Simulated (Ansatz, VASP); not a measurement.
Two plane-wave programs on HfN

The input INCAR:

```
  PREC = Accurate
  ENCUT = 520
  EDIFF = 1E-6
  ISMEAR = 0
  SIGMA = 0.15
  LREAL = False
  LASPH = True
  NELM = 100
  ALGO = Normal
  ISIF = 2
  LWAVE = False
  LCHARG = False
  GGA = PE
  NBANDS = 14
```

The input KPOINTS:

```
regular mesh
0
Gamma
  16 16 16
```

File POSCAR:

```
HfN
1.0
    0.0000000000      2.2738140414      2.2738140414
    2.2738140414      0.0000000000      2.2738140414
    2.2738140414      2.2738140414      0.0000000000
Hf N
1 1
Direct
    0.0010043247     -0.0010043247      0.0010043247
    0.4872021197      0.5127978803      0.4872021197
```

Input for Ansatz:

```yaml
crystal:
  lattice:
    - [0.0, 2.2738140414, 2.2738140414]
    - [2.2738140414, 0.0, 2.2738140414]
    - [2.2738140414, 2.2738140414, 0.0]
  atoms:
    - { symbol: Hf, position: [0.0010043247, -0.0010043247, 0.0010043247] }
    - { symbol: "N", position: [0.4872021197, 0.5127978803, 0.4872021197] }
basis:
  ecutwfc: 520.0
kpoints:
  mp_grid: { grid: [16, 16, 16] }
hamiltonian:
  xc: pbe
  pseudopotentials: { kind: paw, azcp: { folder: soft_1 } }
scf:
  occupations: { method: gaussian, width: 0.15 }
output:
  forces: true
  stress: true
  eigenvalues: true
```

Change from the starting cell: mode 5 frozen in at -0.058 Å, normal strain along y +0.0000.

Alike in both runs: task single point; functional PBE; k mesh 16 × 16 × 16; occupations gaussian, width 0.15 eV; no spin polarisation.

|  | VASP | Ansatz |
| --- | --- | --- |
| version | VASP 6.6.1 | Ansatz 0.2.0 |
| potentials or method | VASP PAW PBE potentials, release 64 (Hf_pv, N), cutoff 520 eV | scalar-relativistic, plane waves, PAW |
| valence electrons in the cell | 15 | 31 |

|  | VASP | Ansatz | Ansatz less VASP |
| --- | --- | --- | --- |
| gap on the k mesh at the Fermi level (eV) | none | none | - |
| pressure (GPa) | -1.8 | 0.5 | +2.30 |
| traceless stress, the component that is largest in VASP (GPa) | 0.96 | 0.97 | +0.014 |
| rms of the force components (eV/Å) | 0.398 | 0.398 | +0.0009 |

Atom by atom the forces differ by 0.001 eV/Å (rms over components). A gap of «none» marks a metal or a gap that the smearing closes. VASP's potentials hold 15 valence electrons a cell and Ansatz's 31, so a difference there can come from the potentials and not from the codes.

Spin-orbit coupling is off throughout.
